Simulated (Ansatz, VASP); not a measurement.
## One calculation of ZrSi2, two programs

```
CELL_PARAMETERS angstrom
-7.41220 0.00382 0.00089
-1.84936 -7.49781 -0.10452
-3.70681 0.10575 7.49558
ATOMIC_POSITIONS crystal
Zr 0.24629 0.78977 0.60638
Zr 0.00409 0.80450 0.08769
Zr 0.49412 0.79111 0.11151
Zr 0.50552 0.21018 0.87500
Zr 0.26431 0.20744 0.37152
Zr 0.01693 0.20645 0.86986
Zr 0.75996 0.21550 0.36564
Zr 0.90144 0.59424 0.41247
Si 0.70188 0.71219 0.73750
Si 0.42144 0.10423 0.61423
Si 0.16308 0.10557 0.12153
Si 0.90658 0.12020 0.61453
Si 0.66520 0.09427 0.11856
Si 0.35261 0.90315 0.85542
Si 0.06910 0.90103 0.37013
Si 0.83779 0.90652 0.85142
Si 0.61029 0.89429 0.36900
Si 0.54906 0.48692 0.62946
Si 0.29833 0.49529 0.12618
Si 0.07496 0.48267 0.63410
Si 0.82748 0.49901 0.12684
Si 0.19256 0.50234 0.86293
Si 0.67191 0.46778 0.92690
Si 0.43797 0.50044 0.36690
```

Alike in both runs: functional PBE; k mesh 3 × 3 × 3; occupations gaussian, width 0.1 eV; no spin polarisation.

Ansatz relaxed the structure, and its values are those at the end. VASP's run is a single point on that final structure, the one shown.

|  | VASP | Ansatz |
| --- | --- | --- |
| version | VASP 6.6.1 | Ansatz 0.2.0 |
| potentials or method | VASP PAW PBE potentials, release 64 (Zr_sv, Si), cutoff 520 eV | scalar-relativistic, plane waves, PAW |
| valence electrons in the cell | 160 | 160 |

|  | VASP | Ansatz | Ansatz less VASP |
| --- | --- | --- | --- |
| gap on the k mesh at the Fermi level (eV) | none | none | - |
| pressure (GPa) | 0.0 | 0.0 | -0.01 |
| rms of the force components (eV/Å) | 0.015 | 0.014 | -0.0010 |

A gap of «none» marks a metal or a gap that the smearing closes. The functional is the same, so the differences come from potentials, cutoffs and numerics.
